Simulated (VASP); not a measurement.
# W5C (I4/mmm) in VASP: single point with PBE

Aim: the single point of W5C with PBE.

All numbers are computed with VASP 6.6.1; they aren't measurements. Logs are shortened: lines on timing, memory, paths and dates and some standing lists are left out, and cuts for length are marked.

## Step 1: The cell of the first run

It takes space group I4/mmm (No. 139, tetragonal). Conventional cell: a = 3.141 Å, b = 3.141 Å, c = 17.665 Å, α = 90.00°, β = 90.00°, γ = 90.00°. Within 2.7 Å of W (site symmetry 4mm) lie 1 C at 2.07 Å and 4 W at 2.69 Å. W (site symmetry 4/mmm) has 4 C at 2.22 Å within 2.9 Å. W (site symmetry 4mm) has 14 W at 2.69 to 3.59 Å within 3.6 Å. Within 2.7 Å of C (site symmetry 4/mmm) lie 6 W at 2.07 to 2.22 Å.

## Step 2: Single point, PBE

INCAR reads:

```
SYSTEM = W5C
  PREC = Accurate
  ENCUT = 520
  EDIFF = 1E-6
  ISMEAR = 0
  SIGMA = 0.2
  LREAL = .False.
  LASPH = .True.
  NELM = 100
  ALGO = Normal
  ISIF = 2
  LWAVE = .False.
  LCHARG = .False.
  GGA = PE
  NBANDS = 46
```

KPOINTS reads:

```
Automatic mesh
0
Gamma
  7 7 7
  0 0 0
```

POSCAR reads:

```
W5C
1.0
   -1.5707480422      1.5707480422      8.8327443795
    1.5707480422     -1.5707480422      8.8327443795
    1.5707480422      1.5707480422     -8.8327443795
W C
5 1
Direct
    0.6169244933      0.6169244933      0.0000000000
    0.3830755067      0.3830755067      0.0000000000
    0.0000000000      0.0000000000      0.0000000000
    0.7969598961      0.7969598961      0.0000000000
    0.2030401039      0.2030401039      0.0000000000
    0.5000000000      0.5000000000      0.0000000000
```

Potentials or basis: VASP PAW PBE potentials, release 64 (W_sv, C).

Started as:

```sh
> cat potpaw_PBE.64/W_sv/POTCAR potpaw_PBE.64/C/POTCAR > POTCAR
> mpirun -np 1 vasp_std > vasp.out
```

OUTCAR:

```text
SYSTEM = W5C
   PREC = Accurate
   ENCUT = 520
   EDIFF = 1E-6
   ISMEAR = 0
   LREAL = .False.
   LASPH = .True.
   NELM = 100
   ISIF = 2
   GGA = PE

 ion  position               nearest neighbor table
   1  0.617  0.617  0.000-   6 2.07   5 2.69   5 2.69   5 2.69   5 2.69   3 3.03   3 3.03   3 3.03
                             3 3.03   4 3.18
   2  0.383  0.383  0.000-   6 2.07   4 2.69   4 2.69   4 2.69   4 2.69   3 3.03   3 3.03   3 3.03
                             3 3.03   5 3.18
   3  0.000  0.000  0.000-   6 2.22   6 2.22   6 2.22   6 2.22   2 3.03   1 3.03   2 3.03   1 3.03
                             2 3.03   2 3.03   1 3.03   1 3.03
   4  0.797  0.797  0.000-   2 2.69   2 2.69   2 2.69   2 2.69   5 2.77   5 2.77   5 2.77   5 2.77
                             1 3.18
   5  0.203  0.203  0.000-   1 2.69   1 2.69   1 2.69   1 2.69   4 2.77   4 2.77   4 2.77   4 2.77
                             2 3.18
   6  0.500  0.500  0.000-   1 2.07   2 2.07   3 2.22   3 2.22   3 2.22   3 2.22

  LATTYP: Found a body centered tetragonal cell.
 ALAT       =     3.1414960844
 C/A-ratio  =     5.6232725696

  Lattice vectors:

 A1 = (  -1.5707480422,   1.5707480422,   8.8327443795)
 A2 = (   1.5707480422,  -1.5707480422,   8.8327443795)
 A3 = (   1.5707480422,   1.5707480422,  -8.8327443795)

Analysis of symmetry for initial positions (statically):
=====================================================================
 Subroutine PRICEL returns:
 Original cell was already a primitive cell.

 Routine SETGRP: Setting up the symmetry group for a
 body centered tetragonal supercell.

 Subroutine GETGRP returns: Found 16 space group operations
 (whereof 16 operations were pure point group operations)
 out of a pool of 16 trial point group operations.

The static configuration has the point symmetry D_4h.

Analysis of symmetry for dynamics (positions and initial velocities):
=====================================================================
 Subroutine PRICEL returns:
 Original cell was already a primitive cell.

 Routine SETGRP: Setting up the symmetry group for a
 body centered tetragonal supercell.

 Subroutine GETGRP returns: Found 16 space group operations
 (whereof 16 operations were pure point group operations)
 out of a pool of 16 trial point group operations.

The dynamic configuration has the point symmetry D_4h.

 Subroutine INISYM returns: Found 16 space group operations
 (whereof 16 operations are pure point group operations),
 and found     1 'primitive' translations

----------------------------------------------------------------------------------------

                                     Primitive cell

  volume of cell :      87.1703

  direct lattice vectors                    reciprocal lattice vectors
    -1.570748042  1.570748042  8.832744379     0.000000000  0.318319671  0.056607548
     1.570748042 -1.570748042  8.832744379     0.318319671  0.000000000  0.056607548
     1.570748042  1.570748042 -8.832744379     0.318319671  0.318319671  0.000000000

  length of vectors
     9.107791834  9.107791834  9.107791834     0.323313822  0.323313822  0.450171996

  position of ions in fractional coordinates (direct lattice)
     0.616924493  0.616924493  0.000000000
     0.383075507  0.383075507  0.000000000
     0.000000000  0.000000000  0.000000000
     0.796959896  0.796959896  0.000000000
     0.203040104  0.203040104  0.000000000
     0.500000000  0.500000000  0.000000000

  ion indices of the primitive-cell ions
   primitive index   ion index
                 1           1
                 2           2
                 3           3
                 4           4
                 5           5
                 6           6

----------------------------------------------------------------------------------------

 KPOINTS: Automatic mesh

Automatic generation of k-mesh.
 Grid dimensions read from file:
 generate k-points for:    7    7    7

 Generating k-lattice:

  Cartesian coordinates                     Fractional coordinates (reciprocal lattice)
     0.000000000  0.045474239  0.008086793     0.142857143  0.000000000  0.000000000
     0.045474239  0.000000000  0.008086793     0.000000000  0.142857143  0.000000000
     0.045474239  0.045474239  0.000000000     0.000000000  0.000000000  0.142857143

  Length of vectors
     0.046187689  0.046187689  0.064310285

  Shift w.r.t. Gamma in fractional coordinates (k-lattice)
     0.000000000  0.000000000  0.000000000

 Subroutine IBZKPT returns following result:
 ===========================================

 Found     40 irreducible k-points:

 Following reciprocal coordinates:
            Coordinates               Weight
  0.000000  0.000000  0.000000      1.000000
  0.142857  0.000000 -0.000000      8.000000
  0.285714  0.000000 -0.000000      8.000000
  0.428571  0.000000 -0.000000      8.000000
  0.142857  0.142857 -0.000000      8.000000
  0.285714  0.142857 -0.000000     16.000000
[... 16 lines left out ...]
 -0.142857  0.285714  0.142857      8.000000
 -0.428571  0.428571  0.142857      8.000000
 [... further k-points ...]
   k-points           NKPTS =     40   k-points in BZ     NKDIM =     40   number of bands    NBANDS=     46
   number of dos      NEDOS =    301   number of ions     NIONS =      6
   total plane-waves  NPLWV = 343000
   dimension x,y,z NGX =    70 NGY =   70 NGZ =   70
   dimension x,y,z NGXF=   140 NGYF=  140 NGZF=  140
   ions per type =               5   1
   NGX,Y,Z   is equivalent  to a cutoff of  12.78, 12.78, 12.78 a.u.
   NGXF,Y,Z  is equivalent  to a cutoff of  25.55, 25.55, 25.55 a.u.
 SYSTEM =  W5C
   PREC   = accura    normal or accurate (medium, high low for compatibility)
   ISTART =      0    job   : 0-new  1-cont  2-samecut
   ICHARG =      2    charge: 1-file 2-atom 10-const
   ISPIN  =      1    spin polarized calculation?
   LNONCOLLINEAR =      F non collinear calculations
   LSORBIT =      F    spin-orbit coupling
   LASPH  =      T    aspherical Exc in radial PAW
   ENCUT  =  520.0 eV  38.22 Ry    6.18 a.u.  16.93 16.93 16.93*2*pi/ulx,y,z
   NELM   =    100;   NELMIN=  2; NELMDL= -5     # of ELM steps
   EDIFF  = 0.1E-05   stopping-criterion for ELM
   LREAL  =      F    real-space projection
   EDIFFG = 0.1E-04   stopping-criterion for IOM
   NSW    =      0    number of steps for IOM
   IBRION =     -1    ionic relax: 0-MD 1-quasi-New 2-CG
   NFREE  =      0    steps in history (QN), initial steepest desc. (CG)
   ISIF   =      2    stress and relaxation
   ISYM   =      2    0-nonsym 1-usesym 2-fastsym
   POTIM  = 0.5000    time-step for ionic-motion
   TEBEG  =    0.0;   TEEND  =   0.0 temperature during run
   PSTRESS=    0.0 pullay stress
   NELECT =      74.0000    total number of electrons
   NUPDOWN=      -1.0000    fix difference up-down
   EMIN   =  10.00;   EMAX   =-10.00  energy-range for DOS
   EFERMI =   0.00;   METHOD = LEGACY
   ISMEAR =     0;   SIGMA  =   0.20  broadening in eV -4-tet -1-fermi 0-gaus
   EFERMI_NEDOS =   21; number of points for ismear=-14 and -15
   IALGO  =     38    algorithm
   IMIX   =      4    mixing-type and parameters
     AMIX     =   0.40;   BMIX     =  1.00
     AMIX_MAG =   1.60;   BMIX_MAG =  1.00
  volume/ion in A,a.u.               =      14.53        98.04
  Fermi-wavevector in a.u.,A,eV,Ry     =   1.550110  2.929283 32.692634  2.402841
  Thomas-Fermi vector in A             =   2.654820
   LORBIT       =      0    0 simple, 1 ext, 2 COOP (PROOUT), +10 PAW based schemes
   GGA     = PE    functional components
   LHFCALC =     F    Hartree Fock is set to
   AEXX    =    0.0000 exact exchange contribution
   IVDW    =     0    specifies the selected vdW correction
   LEPSILON=     F    determine dielectric tensor
   LRPA    =     F    only Hartree local field effects (RPA)
 non-spin polarized calculation
 Gauss-broadening in eV      SIGMA  =   0.20
  energy-cutoff  :      520.00
  volume of cell :       87.17
 maximum number of plane-waves:      2376
 NGX is ok and might be reduce to    70
   NGX = 33   NGY = 33   NGZ = 33

 number of electron      73.9999999 magnetization

 Free energy of the ion-electron system (eV)
  ---------------------------------------------------
  ext. energy  EPLUGINS =         0.00000000
  ---------------------------------------------------
  free energy    TOTEN  =       -73.04042019 eV

  energy without entropy =      -72.96450047  energy(sigma->0) =      -73.00246033

 E-fermi :  11.0466     XC(G=0): -13.4542

 val. band max:       11.0052649167   @ k =  -0.1429   0.2857   0.1429
 cond. band min:      11.0797358735   @ k =  -0.2857   0.2857   0.2857
 fundamental gap:      0.0744709568
 Fermi energy:        11.0466457702

 k-point     1 :       0.0000    0.0000    0.0000
  band No.  band energies     occupation
      1     -64.0008      2.00000
      2     -62.9938      2.00000
      3     -62.9361      2.00000
      4     -62.8320      2.00000
      5     -62.7887      2.00000
      6     -28.1870      2.00000
[... 38 lines left out ...]
     45      13.3175      0.00000
     46      13.7464      0.00000

 k-point     2 :       0.1429    0.0000   -0.0000
  band No.  band energies     occupation
      1     -63.9988      2.00000
      2     -62.9820      2.00000
      3     -62.9291      2.00000
      4     -62.8354      2.00000
      5     -62.7971      2.00000
      6     -28.2460      2.00000
[... 38 lines left out ...]
     45      12.9133      0.00000
     46      13.5288      0.00000

 k-point     3 :       0.2857    0.0000   -0.0000
  band No.  band energies     occupation
      1     -63.9943      2.00000
      2     -62.9498      2.00000
      3     -62.9107      2.00000
      4     -62.8457      2.00000
      5     -62.8215      2.00000
      6     -28.3730      2.00000
[... 38 lines left out ...]
     45      14.0002      0.00000
     46      14.2205      0.00000

 k-point     4 :       0.4286    0.0000   -0.0000
  band No.  band energies     occupation
      1     -63.9907      2.00000
      2     -62.9058      2.00000
      3     -62.8872      2.00000
      4     -62.8629      2.00000
      5     -62.8589      2.00000
      6     -28.4714      2.00000
[... 920 lines left out ...]
     45      14.0196      0.00000
     46      14.6106      0.00000

 k-point    23 :      -0.1429    0.2857    0.1429
  band No.  band energies     occupation
      1     -63.9907      2.00000
      2     -62.9058      2.00000
      3     -62.8872      2.00000
      4     -62.8629      2.00000
      5     -62.8589      2.00000
      6     -28.4710      2.00000
[... 38 lines left out ...]
     45      14.2413      0.00000
     46      14.2802      0.00000

 k-point    24 :      -0.4286    0.4286    0.1429
  band No.  band energies     occupation
      1     -63.9845      2.00000
      2     -62.8913      2.00000
      3     -62.8773      2.00000
      4     -62.8610      2.00000
      5     -62.8609      2.00000
      6     -28.4329      2.00000
[... 38 lines left out ...]
     45      14.5175      0.00000
     46      14.8782      0.00000

 [... further k-points ...]
[... 5 lines left out ...]
  --------------------------------------------------------------------------------------
  -------------------------------------------------------------------------------------
  Total        0.3694827      0.3694827      0.3459296      0.0000000     -0.0000000      0.0000000
  in kB        6.7910352      6.7910352      6.3581325      0.0000000     -0.0000000      0.0000000
  external PRESSURE =       6.6467343 kB  Pullay stress =       0.0000000 kB

 VOLUME and BASIS-vectors are now :
 -----------------------------------------------------------------------------
  energy-cutoff  :      520.00
  volume of cell :       87.17
      direct lattice vectors                 reciprocal lattice vectors
    -1.570748042  1.570748042  8.832744379     0.000000000  0.318319671  0.056607548
     1.570748042 -1.570748042  8.832744379     0.318319671  0.000000000  0.056607548
     1.570748042  1.570748042 -8.832744379     0.318319671  0.318319671  0.000000000

 POSITION                                       TOTAL-FORCE (eV/Angst)
 -----------------------------------------------------------------------------------
      0.00000      0.00000     10.89827        -0.000000     -0.000000      0.025150
      0.00000      0.00000      6.76722         0.000000      0.000000     -0.025150
      0.00000      0.00000      0.00000         0.000000      0.000000     -0.000000
      0.00000      0.00000     14.07869         0.000000      0.000000      0.009083
      0.00000      0.00000      3.58680        -0.000000     -0.000000     -0.009083
      0.00000      0.00000      8.83274         0.000000      0.000000     -0.000000
 -----------------------------------------------------------------------------------
    total drift:                                0.000000      0.000000      0.000000

  FREE ENERGIE OF THE ION-ELECTRON SYSTEM (eV)
  ---------------------------------------------------
  free  energy   TOTEN  =       -73.0404201901 eV

  energy  without entropy=      -72.9645004722  energy(sigma->0) =      -73.00246033
```

Run time: 11 min. Hardware: 1 thread of Intel Xeon 6975P-C (Granite Rapids), shared host; peak memory 0.73 GiB.

What came out:

- Free energy: -73.0404 eV
- Pressure: 0.7 GPa
- Largest force: 0.025 eV/Å
- Band gap on the k mesh: zero (band 37 reaches 12.30 eV, above the bottom of band 38 at 10.42 eV)

Forces in eV/Å, atoms in the order of the input:
```
W    0.000  0.000  0.025
W    0.000  0.000 -0.025
W    0.000  0.000  0.000
W    0.000  0.000  0.009
W    0.000  0.000 -0.009
C    0.000  0.000  0.000
```

Caveat: the k points lie up to 0.40 Å⁻¹ apart; spin-orbit coupling is left out, which moves the levels of the heavy elements.
